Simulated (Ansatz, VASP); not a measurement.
Ta2N: VASP beside Ansatz

The input INCAR:

```
SYSTEM = Ta2N
  PREC = Accurate
  ENCUT = 600
  EDIFF = 1E-6
  ISMEAR = -1
  SIGMA = 0.1
  LREAL = .FALSE.
  LASPH = .TRUE.
  NELM = 200
  ALGO = Normal
  ISIF = 2
  LWAVE = .FALSE.
  LCHARG = .TRUE.
  LMAXMIX = 4
  LDAU = .TRUE.
  LDAUTYPE = 2
  LDAUL = 2 -1
  LDAUU = 4 0
  LDAUJ = 0 0
  LDAUPRINT = 1
  GGA = RE
  LELF = .TRUE.
  LVHAR = .TRUE.
  NBANDS = 20
  GGA_COMPAT = .FALSE.
```

The input KPOINTS:

```
Automatic mesh
0
G
  10 10 6
  0 0 0
```

File POSCAR:

```
Ta2N
1.0
    3.1128615100      0.0000000000      0.0000000000
   -1.5564307550      2.6958171461      0.0000000000
    0.0000000000      0.0000000000      4.8698410000
Ta N
2 1
Direct
    0.3333333333      0.6666666667      0.2547110000
    0.6666666667      0.3333333333      0.7452890000
    0.0000000000      0.0000000000      0.0000000000
```

Contents of input.yaml:

```yaml
crystal:
  lattice: { a: 3.11286151, b: 3.11286151, c: 4.869841, alpha: 90.0, beta: 90.0, gamma: 120.0 }
  space_group: 164
  reduce_to_primitive: true
  atoms:
    - { symbol: Ta, wyckoff: "2d", position: [0.3333333333, 0.6666666667, 0.254711] }
    - { symbol: "N", wyckoff: "1a", position: [0.0, 0.0, 0.0] }
hamiltonian:
  xc: revpbe
  pseudopotentials: { kind: nc }
  hubbard: { sites: [{ species: Ta, l: d, u_eff: 4.0 }], double_counting: fll }
kpoints:
  mp_grid: { grid: [10, 10, 6] }
scf:
  occupations: { method: fermi_dirac, width: 0.1 }
output:
  forces: true
  stress: true
  eigenvalues: true
  write_density: true
  write_potential: true
  elf: true
  volumetric_format: npy
```

Alike in both runs: task single point; functional revPBE; k mesh 10 × 10 × 6; occupations fermi-dirac, width 0.1 eV; no spin polarisation; Hubbard terms Ta d U = 4.0 eV.

|  | VASP | Ansatz |
| --- | --- | --- |
| version | VASP 6.6.1 | Ansatz 0.2.0 |
| potentials or method | VASP PAW PBE potentials, release 64 (Ta_pv, N) | PseudoDojo standard (PBE files) with Ansatz NC |
| plane-wave cutoff (eV) | 600 | 1240 |
| valence electrons in the cell | 27 | 31 |

|  | VASP | Ansatz | Ansatz less VASP |
| --- | --- | --- | --- |
| gap on the k mesh at the Fermi level (eV) | none | none | - |
| pressure (GPa) | 13.3 | 3.9 | -9.42 |
| traceless stress, the component that is largest in VASP (GPa) | 3.11 | 3.24 | +0.126 |

VASP's potentials were made for PBE, not for revPBE. The programs project onto different local orbitals, so the same U acts differently, and such runs can settle in different states. A gap of «none» marks a metal or a gap that the smearing closes. VASP's potentials hold 27 valence electrons a cell and Ansatz's 31, so a difference there can come from the potentials and not from the codes.

Neither program's run includes spin-orbit coupling. Noted on Ansatz's run: the potentials were made for another functional, which shifts forces and pressure.
